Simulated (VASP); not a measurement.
The system is BAs.

```
B As
1.0
     3.36586    0.00000    0.00000
    -1.68293    2.91492    0.00000
     0.00000    0.00000    8.74460
B As
2 2
Direct
  0.33333 0.66667 0.25000
  0.66667 0.33333 0.75000
  0.66667 0.33333 0.25000
  0.33333 0.66667 0.75000
```

Base run:

- Program: VASP 6.6.1
- Functional: r2SCAN
- Potentials or basis: VASP PAW PBE potentials, release 64 (B, As)
- Cutoff: 520 eV
- k mesh: 9 × 9 × 2
- Occupations: gaussian, width 0.01 eV
- Spin: no spin polarisation

Its results: band gap on the k mesh 0.95 eV; pressure 0.2 GPa.

Problem. The run is repeated on the same cell with these changes: functional from r2SCAN to PBE. What comes out?

Solution. Band gap on the k mesh 0.72 eV; pressure 2.1 GPa.

Caveats: an odd mesh through Γ misses points on the zone boundary, where band edges can lie; the PAW data sets were made with another functional, which shifts forces and pressure a little (at least some runs); this functional lacks dispersion, which binds the layers, so the pressure and a relaxed spacing across them are unreliable (at least some runs).
